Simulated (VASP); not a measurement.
# Sn (Immm) in VASP: notebook

The runs below take Sn through single point, with PBEsol.

Program: VASP 6.6.1. These are calculated values, not measurements. Logs are shortened: lines on timing, memory, paths and dates and some standing lists are left out, and cuts for length are marked.

### Step 1. The cell of the first run

Symmetry: Immm, No. 71, orthorhombic system. Conventional cell: a = 3.512 Å, b = 3.524 Å, c = 4.237 Å, α = 90.00°, β = 90.00°, γ = 90.00°. Within 4.3 Å of Sn (site symmetry mmm) lie 14 Sn at 3.27 to 4.24 Å.

### Step 2. Single point, PBEsol

INCAR reads:

```
ALGO = Normal ; EDIFF = 1E-6
ENCUT = 520 ; GGA = PS
ISIF = 2 ; ISMEAR = -1
LASPH = T ; LCHARG = T
LELF = T ; LREAL = F
LVHAR = T ; LWAVE = F
NBANDS = 13 ; NELM = 80
PREC = Accurate ; SIGMA = 0.1
```

KPOINTS reads:

```
k-points
0
Gamma
  8 8 8
```

POSCAR reads:

```
Sn
1.0
   -1.7559570760      1.7619458903      2.1186044158
    1.7559570760     -1.7619458903      2.1186044158
    1.7559570760      1.7619458903     -2.1186044158
Sn
1
Direct
    0.0033238040     -0.0009931105     -0.0019548735
```

Potentials or basis: VASP PAW PBE potentials, release 64 (Sn_d).

Run with:

```bash
$ cat potpaw_PBE.64/Sn_d/POTCAR > POTCAR
$ mpirun -np 1 vasp_std > vasp.out
```

OUTCAR:

```text
EDIFF = 1E-6
   ENCUT = 520
   GGA = PS
   ISIF = 2
   ISMEAR = -1
   LASPH = T
   LREAL = F
   NELM = 80
   PREC = Accurate

 ion  position               nearest neighbor table
   1  0.003  0.999  0.998-

  LATTYP: Found a body centered orthorhombic cell.
 ALAT       =     3.5119141520
 B/A-ratio  =     1.0034105699
 C/A-ratio  =     1.2065240345

  Lattice vectors:

 A1 = (  -1.7559570760,   1.7619458903,   2.1186044158)
 A2 = (   1.7559570760,  -1.7619458903,   2.1186044158)
 A3 = (   1.7559570760,   1.7619458903,  -2.1186044158)

Analysis of symmetry for initial positions (statically):
=====================================================================
 Subroutine PRICEL returns:
 Original cell was already a primitive cell.

 Routine SETGRP: Setting up the symmetry group for a
 body centered orthorhombic supercell.

 Subroutine GETGRP returns: Found  8 space group operations
 (whereof  1 operations were pure point group operations)
 out of a pool of  8 trial point group operations.

The static configuration has the point symmetry C_1 .
 The point group associated with its full space group is D_2h.

Analysis of symmetry for dynamics (positions and initial velocities):
=====================================================================
 Subroutine PRICEL returns:
 Original cell was already a primitive cell.

 Routine SETGRP: Setting up the symmetry group for a
 body centered orthorhombic supercell.

 Subroutine GETGRP returns: Found  8 space group operations
 (whereof  1 operations were pure point group operations)
 out of a pool of  8 trial point group operations.

The dynamic configuration has the point symmetry C_1 .
 The point group associated with its full space group is D_2h.

 Subroutine INISYM returns: Found  8 space group operations
 (whereof  1 operations are pure point group operations),
 and found     1 'primitive' translations

----------------------------------------------------------------------------------------

                                     Primitive cell

  volume of cell :      26.2190

  direct lattice vectors                    reciprocal lattice vectors
    -1.755957076  1.761945890  2.118604416     0.000000000  0.283777160  0.236004417
     1.755957076 -1.761945890  2.118604416     0.284745001  0.000000000  0.236004417
     1.755957076  1.761945890 -2.118604416     0.284745001  0.283777160  0.000000000

  length of vectors
     3.267464345  3.267464345  3.267464345     0.369090180  0.369834829  0.402006458

  position of ions in fractional coordinates (direct lattice)
     0.003323804  0.999006890  0.998045127

  ion indices of the primitive-cell ions
   primitive index   ion index
                 1           1

----------------------------------------------------------------------------------------

 KPOINTS: k-points

Automatic generation of k-mesh.
 Grid dimensions read from file:
 generate k-points for:    8    8    8

 Generating k-lattice:

  Cartesian coordinates                     Fractional coordinates (reciprocal lattice)
     0.000000000  0.035472145  0.029500552     0.125000000  0.000000000 -0.000000000
     0.035593125  0.000000000  0.029500552     0.000000000  0.125000000 -0.000000000
     0.035593125  0.035472145  0.000000000     0.000000000  0.000000000  0.125000000

  Length of vectors
     0.046136273  0.046229354  0.050250807

  Shift w.r.t. Gamma in fractional coordinates (k-lattice)
     0.000000000  0.000000000  0.000000000

 Subroutine IBZKPT returns following result:
 ===========================================

 Found     95 irreducible k-points:

 Following reciprocal coordinates:
            Coordinates               Weight
  0.000000  0.000000  0.000000      1.000000
  0.125000  0.000000  0.000000      4.000000
  0.250000  0.000000  0.000000      4.000000
  0.375000  0.000000  0.000000      4.000000
  0.500000  0.000000  0.000000      2.000000
 -0.000000  0.125000  0.000000      4.000000
[... 16 lines left out ...]
  0.125000  0.375000  0.000000      8.000000
  0.250000  0.375000  0.000000      8.000000
 [... further k-points ...]
   k-points           NKPTS =     95   k-points in BZ     NKDIM =     95   number of bands    NBANDS=     13
   number of dos      NEDOS =    301   number of ions     NIONS =      1
   total plane-waves  NPLWV =  13824
   dimension x,y,z NGX =    24 NGY =   24 NGZ =   24
   dimension x,y,z NGXF=    48 NGYF=   48 NGZF=   48
   ions per type =               1
   NGX,Y,Z   is equivalent  to a cutoff of  12.21, 12.21, 12.21 a.u.
   NGXF,Y,Z  is equivalent  to a cutoff of  24.42, 24.42, 24.42 a.u.
 SYSTEM =  unknown system
   PREC   = accura    normal or accurate (medium, high low for compatibility)
   ISTART =      0    job   : 0-new  1-cont  2-samecut
   ICHARG =      2    charge: 1-file 2-atom 10-const
   ISPIN  =      1    spin polarized calculation?
   LNONCOLLINEAR =      F non collinear calculations
   LSORBIT =      F    spin-orbit coupling
[... 23 lines left out ...]
     AMIX_MAG =   1.60;   BMIX_MAG =  1.00
  volume/ion in A,a.u.               =      26.22       176.93
  Fermi-wavevector in a.u.,A,eV,Ry     =   1.328145  2.509830 24.000247  1.763968
  Thomas-Fermi vector in A             =   2.457404
   LORBIT       =      0    0 simple, 1 ext, 2 COOP (PROOUT), +10 PAW based schemes
   GGA     = PS    functional components
   LHFCALC =     F    Hartree Fock is set to
   AEXX    =    0.0000 exact exchange contribution
   IVDW    =     0    specifies the selected vdW correction
   LEPSILON=     F    determine dielectric tensor
   LRPA    =     F    only Hartree local field effects (RPA)
 non-spin polarized calculation
  energy-cutoff  :      520.00
  volume of cell :       26.22
 maximum number of plane-waves:       722
   NGX = 13   NGY = 13   NGZ = 13

 number of electron      14.0000005 magnetization

 Free energy of the ion-electron system (eV)
  ---------------------------------------------------
  ext. energy  EPLUGINS =         0.00000000
  ---------------------------------------------------
  free energy    TOTEN  =        -4.27002732 eV

  energy without entropy =       -4.25820482  energy(sigma->0) =       -4.26411607

 E-fermi :   8.3669     XC(G=0): -10.6733

 val. band max:        8.3417769666   @ k =  -0.3750  -0.3750   0.2500
 cond. band min:       8.6465280228   @ k =   0.2500   0.5000   0.0000
 fundamental gap:      0.3047510562
 Fermi energy:         8.3669020169

 k-point     1 :       0.0000    0.0000    0.0000
  band No.  band energies     occupation
      1     -13.0891      2.00000
      2     -13.0874      2.00000
      3     -13.0360      2.00000
      4     -12.9936      2.00000
      5     -12.9237      2.00000
      6      -2.9985      2.00000
      7      16.2705      0.00000
      8      16.5626      0.00000
      9      16.6237      0.00000
     10      19.3867      0.00000
     11      20.5165      0.00000
     12      20.5970      0.00000
     13      21.1768      0.00000

 k-point     2 :       0.1250    0.0000    0.0000
  band No.  band energies     occupation
      1     -13.0786      2.00000
      2     -13.0771      2.00000
      3     -13.0233      2.00000
      4     -12.9935      2.00000
      5     -12.9292      2.00000
      6      -2.6632      2.00000
      7      13.6005      0.00000
      8      15.7812      0.00000
      9      16.1276      0.00000
     10      18.6521      0.00000
     11      20.5570      0.00000
     12      20.8489      0.00000
     13      21.5420      0.00000

 k-point     3 :       0.2500    0.0000    0.0000
  band No.  band energies     occupation
      1     -13.0827      2.00000
      2     -13.0625      2.00000
      3     -12.9935      2.00000
      4     -12.9615      2.00000
      5     -12.9344      2.00000
      6      -1.6553      2.00000
      7       9.5166      0.00002
      8      14.4597      0.00000
      9      15.5519      0.00000
     10      18.4006      0.00000
     11      19.1676      0.00000
     12      19.6484      0.00000
     13      22.9272      0.00000
[... 305 lines left out ...]
 k-point    23 :       0.1250    0.3750    0.0000
  band No.  band energies     occupation
      1     -13.0927      2.00000
      2     -13.0510      2.00000
      3     -12.9891      2.00000
      4     -12.9268      2.00000
      5     -12.8807      2.00000
      6       1.0790      2.00000
      7       4.9591      2.00000
      8      10.9966      0.00000
      9      14.0584      0.00000
     10      18.5395      0.00000
     11      19.4274      0.00000
     12      21.4458      0.00000
     13      23.2318      0.00000

 k-point    24 :       0.2500    0.3750    0.0000
  band No.  band energies     occupation
      1     -13.0945      2.00000
      2     -13.0080      2.00000
      3     -12.9662      2.00000
      4     -12.9440      2.00000
      5     -12.9024      2.00000
      6       2.4537      2.00000
      7       4.9609      2.00000
      8       7.7928      1.99360
      9      12.8994      0.00000
     10      17.4666      0.00000
     11      20.9964      0.00000
     12      23.7815      0.00000
     13      25.7320      0.00000

 [... further k-points ...]

------------------------ aborting loop because EDIFF is reached ----------------------------------------

  FORCE on cell =-STRESS in cart. coord.  units (eV):
  Direction    XX          YY          ZZ          XY          YZ          ZX
  --------------------------------------------------------------------------------------
  -------------------------------------------------------------------------------------
  Total       -0.0091810     -0.0175657     -0.0068756     -0.0000000      0.0000000      0.0000000
  in kB       -0.5610297     -1.0733964     -0.4201505     -0.0000000      0.0000000      0.0000000
  external PRESSURE =      -0.6848588 kB  Pullay stress =       0.0000000 kB

 VOLUME and BASIS-vectors are now :
 -----------------------------------------------------------------------------
  energy-cutoff  :      520.00
  volume of cell :       26.22
      direct lattice vectors                 reciprocal lattice vectors
    -1.755957076  1.761945890  2.118604416     0.000000000  0.283777160  0.236004417
     1.755957076 -1.761945890  2.118604416     0.284745001  0.000000000  0.236004417
     1.755957076  1.761945890 -2.118604416     0.284745001  0.283777160  0.000000000

 POSITION                                       TOTAL-FORCE (eV/Angst)
 -----------------------------------------------------------------------------------
      3.50090      0.00416      0.00908         0.000000     -0.000000     -0.000000
 -----------------------------------------------------------------------------------
    total drift:                               -0.000011      0.000003     -0.000018

  FREE ENERGIE OF THE ION-ELECTRON SYSTEM (eV)
  ---------------------------------------------------
  free  energy   TOTEN  =        -4.2700273203 eV

  energy  without entropy=       -4.2582048235  energy(sigma->0) =       -4.26411607
```

It took 15 s on 1 thread of Intel Xeon 6975P-C, shared host; peak memory 0.16 GiB.

Results:

```
Free energy            : -4.2700 eV
Pressure               : -0.1 GPa
Band gap on the k mesh : zero (band 7 reaches 16.27 eV, above the bottom of band 8 at 6.47 eV)
```

Caveat: the PAW data sets were made with another functional, which shifts forces and pressure a little; spin-orbit coupling is left out, which moves the levels of the heavy elements.

### Step 3. Single point, PBEsol

This run uses another cell than the first one, of 26.65 Å³/atom, 1.016 times its volume.

INCAR reads:

```
SYSTEM = Sn
ALGO = Normal ; EDIFF = 1E-6
ENCUT = 520 ; GGA = PS
ISIF = 2 ; ISMEAR = -1
LASPH = .True. ; LCHARG = .True.
LELF = .True. ; LREAL = .False.
LVHAR = .True. ; LWAVE = .False.
NBANDS = 13 ; NELM = 100
PREC = Accurate ; SIGMA = 0.1
```

KPOINTS reads:

```
k-points
0
Gamma
  8 8 8
  0 0 0
```

POSCAR reads:

```
Sn
1.0
   -1.7104966691      1.7923665439      2.1731818321
    1.7104966691     -1.7923665439      2.1731818321
    1.7104966691      1.7923665439     -2.1731818321
Sn
1
Direct
    0.0033238040     -0.0009931105     -0.0019548735
```

Potentials or basis: VASP PAW PBE potentials, release 64 (Sn_d).

Run with:

```bash
$ cat potpaw_PBE.64/Sn_d/POTCAR > POTCAR
$ mpirun -np 1 vasp_std > vasp.out
```

Run time: 26 s. Hardware: 1 thread of Intel Xeon 6975P-C, shared host; peak memory 0.17 GiB.

It converged, with:

```
Free energy            : -4.2648 eV
Pressure               : -0.8 GPa
Band gap on the k mesh : zero (band 7 reaches 15.77 eV, above the bottom of band 8 at 6.51 eV)
```

Stress tensor (GPa, compression positive):
```
 0.19  0.00  0.00
 0.00 -1.43  0.00
 0.00  0.00 -1.20
```

Levels at points of the mesh, in eV from the Fermi level:
| k point | band 5 | band 6 | band 7 | band 8 | band 9 | band 10 |
| --- | --- | --- | --- | --- | --- | --- |
| (0.00, 0.00, 0.00) | -21.46 | -11.42 | 7.44 | 7.51 | 8.31 | 10.83 |
| (0.50, 0.00, 0.00) | -21.40 | -7.12 | -4.90 | 5.11 | 6.69 | 9.72 |
| (0.00, 0.50, 0.00) | -21.40 | -6.71 | -4.78 | 4.39 | 5.89 | 8.90 |
| (0.50, 0.50, 0.00) | -21.37 | -5.63 | -4.21 | 2.25 | 3.07 | 6.10 |
| (0.50, 0.50, 0.50) | -21.39 | -3.75 | -2.91 | 0.35 | 1.41 | 3.94 |

Caveat: the PAW data sets were made with another functional, which shifts forces and pressure a little; spin-orbit coupling is left out, which moves the levels of the heavy elements.

### Step 4. Single point, PBEsol

This run uses another cell than the first one, of 26.76 Å³/atom, 1.021 times its volume.

INCAR reads:

```
SYSTEM = Sn
PREC     = Accurate       ! precision mode
ENCUT    = 520            ! plane-wave cutoff, eV
EDIFF    = 1E-6           ! SCF threshold, eV
ISMEAR   = -1             ! smearing method
SIGMA    = 0.1            ! smearing width, eV
LREAL    = .False.        ! projectors in reciprocal space
LASPH    = .True.         ! aspherical terms in the spheres
NELM     = 60             ! most SCF steps
ALGO     = Normal         ! electronic algorithm
ISIF     = 2              ! what is computed and relaxed
LWAVE    = .False.        ! write WAVECAR
LCHARG   = .False.        ! write CHGCAR
GGA      = PS             ! functional
NBANDS   = 13             ! bands
```

KPOINTS reads:

```
Automatic mesh
0
Gamma
  8 8 8
  0 0 0
```

POSCAR reads:

```
Sn
1.0
   -1.7252239620      1.8004274858      2.1540215182
    1.7252239620     -1.8004274858      2.1540215182
    1.7252239620      1.8004274858     -2.1540215182
Sn
1
Direct
    0.0033238040     -0.0009931105     -0.0019548735
```

Run with:

```bash
$ cat potpaw_PBE.64/Sn_d/POTCAR > POTCAR
$ mpirun -np 1 vasp_std > vasp.out
```

Wall time 30 s (1 thread of Intel Xeon 6975P-C, shared host); peak memory 0.17 GiB.

Results (log left out):

```yaml
Free_energy: -4.2654 eV
Pressure: -1.1 GPa
Band_gap_on_the_k_mesh: zero (band 7 reaches 15.76 eV, above the bottom of band 8 at 6.40 eV)
```

Stress tensor (GPa, compression positive):
```
-0.18  0.00  0.00
 0.00 -1.94  0.00
 0.00  0.00 -1.24
```

Levels at points of the mesh, in eV from the Fermi level:
```
           k point  band 5  band 6  band 7  band 8  band 9  band 10
(0.00, 0.00, 0.00)  -21.42  -11.35    7.51    7.53    8.28    10.89
(0.50, 0.00, 0.00)  -21.36   -7.04   -4.83    4.98    6.66     9.56
(0.00, 0.50, 0.00)  -21.36   -6.67   -4.72    4.33    5.91     8.83
(0.50, 0.50, 0.00)  -21.34   -5.66   -4.19    2.34    3.25     6.23
(0.50, 0.50, 0.50)  -21.35   -3.58   -2.73    0.32    1.28     3.91
```

Caveat: the PAW data sets were made with another functional, which shifts forces and pressure a little; spin-orbit coupling is left out, which moves the levels of the heavy elements.

### Step 5. Single point, PBEsol

This run uses another cell than the first one, of 26.79 Å³/atom, 1.022 times its volume.

INCAR reads:

```
PREC = Accurate
ENCUT = 520
EDIFF = 1E-6
ISMEAR = -1
SIGMA = 0.1
LREAL = False
LASPH = True
NELM = 60
ALGO = Normal
ISIF = 2
LWAVE = False
LCHARG = True
GGA = PS
LELF = True
LVHAR = True
NBANDS = 13
```

KPOINTS reads:

```
regular mesh
0
Gamma
  8 8 8
```

POSCAR reads:

```
Sn
1.0
   -1.7325553645      1.8024669193      2.1446620917
    1.7325553645     -1.8024669193      2.1446620917
    1.7325553645      1.8024669193     -2.1446620917
Sn
1
Direct
    0.0033238040     -0.0009931105     -0.0019548735
```

Run with:

```bash
$ cat potpaw_PBE.64/Sn_d/POTCAR > POTCAR
$ mpirun -np 1 vasp_std > vasp.out
```

Run time: 11 s. Hardware: 1 thread of Intel Xeon 6975P-C, shared host; peak memory 0.16 GiB.

It converged, with:

* Free energy: -4.2657 eV
* Pressure: -1.2 GPa
* Band gap on the k mesh: zero (band 7 reaches 15.76 eV, above the bottom of band 8 at 6.35 eV)

Stress tensor (GPa, compression positive):
```
-0.38  0.00  0.00
 0.00 -2.06  0.00
 0.00  0.00 -1.15
```

Levels at points of the mesh, in eV from the Fermi level:
| k point | band 3 | band 4 | band 5 | band 6 | band 7 | band 8 | band 9 | band 10 | band 11 | band 12 |
| --- | --- | --- | --- | --- | --- | --- | --- | --- | --- | --- |
| (0.00, 0.00, 0.00) | -21.50 | -21.47 | -21.39 | -11.31 | 7.56 | 7.57 | 8.27 | 10.93 | 11.47 | 12.39 |
| (0.50, 0.00, 0.00) | -21.47 | -21.39 | -21.34 | -7.00 | -4.79 | 4.92 | 6.64 | 9.50 | 9.85 | 11.07 |
| (0.00, 0.50, 0.00) | -21.46 | -21.37 | -21.34 | -6.66 | -4.69 | 4.33 | 5.94 | 8.82 | 9.08 | 11.29 |
| (0.50, 0.50, 0.00) | -21.39 | -21.37 | -21.31 | -5.67 | -4.18 | 2.39 | 3.34 | 6.30 | 6.53 | 17.92 |
| (0.50, 0.50, 0.50) | -21.36 | -21.33 | -21.33 | -3.50 | -2.64 | 0.32 | 1.21 | 3.91 | 4.95 | 18.84 |

Caveat: the PAW data sets were made with another functional, which shifts forces and pressure a little; spin-orbit coupling is left out, which moves the levels of the heavy elements.

### Step 6. Single point, PBEsol

This run uses another cell than the first one, of 26.65 Å³/atom, 1.016 times its volume.

INCAR reads:

```
ALGO = Normal
EDIFF = 1E-7
ENCUT = 520
GGA = PS
ISIF = 2
ISMEAR = -1
LASPH = True
LCHARG = False
LREAL = False
LWAVE = False
NBANDS = 13
NELM = 60
PREC = Accurate
SIGMA = 0.1
```

KPOINTS reads:

```
k-points
0
Gamma
  8 8 8
```

POSCAR reads:

```
Sn
1.0
   -1.7477938853      1.7876659071      2.1322813260
    1.7477938853     -1.7876659071      2.1322813260
    1.7477938853      1.7876659071     -2.1322813260
Sn
1
Direct
    0.0033238040     -0.0009931105     -0.0019548735
```

Potentials or basis: VASP PAW PBE potentials, release 64 (Sn_d).

Run with:

```bash
$ cat potpaw_PBE.64/Sn_d/POTCAR > POTCAR
$ mpirun -np 1 vasp_std > vasp.out
```

Run time: 12 s. Hardware: 1 thread of Intel Xeon 6975P-C, shared host; peak memory 0.16 GiB.

Results (log left out):

* Free energy: -4.2683 eV
* Pressure: -1.0 GPa
* Band gap on the k mesh: zero (band 7 reaches 15.91 eV, above the bottom of band 8 at 6.34 eV)

Stress tensor (GPa, compression positive):
```
-0.67  0.00  0.00
 0.00 -1.41  0.00
 0.00  0.00 -0.87
```

Levels at points of the mesh, in eV from the Fermi level:
| k point | band 3 | band 4 | band 5 | band 6 | band 7 | band 8 | band 9 | band 10 | band 11 | band 12 |
| --- | --- | --- | --- | --- | --- | --- | --- | --- | --- | --- |
| (0.00, 0.00, 0.00) | -21.44 | -21.40 | -21.33 | -11.28 | 7.71 | 7.84 | 8.24 | 10.98 | 11.78 | 12.30 |
| (0.50, 0.00, 0.00) | -21.40 | -21.32 | -21.27 | -6.86 | -4.73 | 4.83 | 6.57 | 9.40 | 9.72 | 11.29 |
| (0.00, 0.50, 0.00) | -21.40 | -21.31 | -21.27 | -6.67 | -4.67 | 4.50 | 6.16 | 9.02 | 9.28 | 11.42 |
| (0.50, 0.50, 0.00) | -21.32 | -21.30 | -21.24 | -5.64 | -4.15 | 2.48 | 3.47 | 6.42 | 6.65 | 18.26 |
| (0.50, 0.50, 0.50) | -21.30 | -21.26 | -21.26 | -3.35 | -2.54 | 0.53 | 1.03 | 4.04 | 4.86 | 18.89 |

Caveat: the PAW data sets were made with another functional, which shifts forces and pressure a little; spin-orbit coupling is left out, which moves the levels of the heavy elements.

### Step 7. Overview

```tsv
cell	gap on the mesh (eV)	pressure (GPa)
a = 3.267 Å, angles 115.0, 114.7, 99.2°, 1 atom	none	-0.1
a = 3.296 Å, angles 117.5, 114.1, 97.5°, 1 atom	none	-0.8
a = 3.295 Å, angles 116.9, 113.8, 98.4°, 1 atom	none	-1.1
a = 3.294 Å, angles 116.5, 113.6, 98.8°, 1 atom	none	-1.2
a = 3.286 Å, angles 115.7, 114.1, 99.1°, 1 atom	none	-1.0
```

Alike in all rows: task single point; level PBEsol; potentials or basis VASP PAW PBE potentials, release 64 (Sn_d); no spin polarisation; k mesh 8 × 8 × 8; cutoff (eV) 520; smearing fermi-dirac 0.1 eV.

Caveats: the PAW data sets were made with another functional, which shifts forces and pressure a little; spin-orbit coupling is left out, which moves the levels of the heavy elements.

Total energies depend on the potentials used, so only differences within one code and one set of settings carry meaning.
